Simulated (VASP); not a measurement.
CdS:

```
CELL_PARAMETERS angstrom
0.00000 2.94295 2.94295
2.94295 0.00000 2.94295
2.94295 2.94295 0.00000
ATOMIC_POSITIONS crystal
Cd 0.00000 0.00000 0.00000
S 0.75000 0.75000 0.75000
```

* Program: VASP 6.6.1
* Task: relaxation of cell and atoms
* Functional: LDA
* Potentials or basis: VASP PAW LDA potentials, release 64 (Cd_sv_GW, S)
* Cutoff: 630 eV
* k mesh: 8 × 8 × 8
* Occupations: gaussian, width 0.02 eV
* Spin: no spin polarisation

At the start: pressure -3.9 GPa; volume 25.49 Å³/atom.

Q: Where does the relaxation end?

A: Over 3 steps the energy falls by 20.8 meV/atom and the volume is 23.88 Å³/atom (-6.3 %); space group F-43m (No. 216, to 0.1 Å) before and after.

The path:
| step | energy change (eV) | largest force (eV/Å) | pressure (GPa) | volume (Å³) |
| --- | --- | --- | --- | --- |
| 1 | 0.0000 | 0.0000 | -3.92 | 50.98 |
| 2 | -0.0341 | 0.0000 | 1.94 | 46.51 |
| 3 | -0.0416 | 0.0000 | 0.00 | 47.76 |

Final structure:
```
CELL_PARAMETERS angstrom
0.00000 2.87978 2.87978
2.87978 0.00000 2.87978
2.87978 2.87978 0.00000
ATOMIC_POSITIONS crystal
Cd 0.00000 0.00000 0.00000
S 0.75000 0.75000 0.75000
```
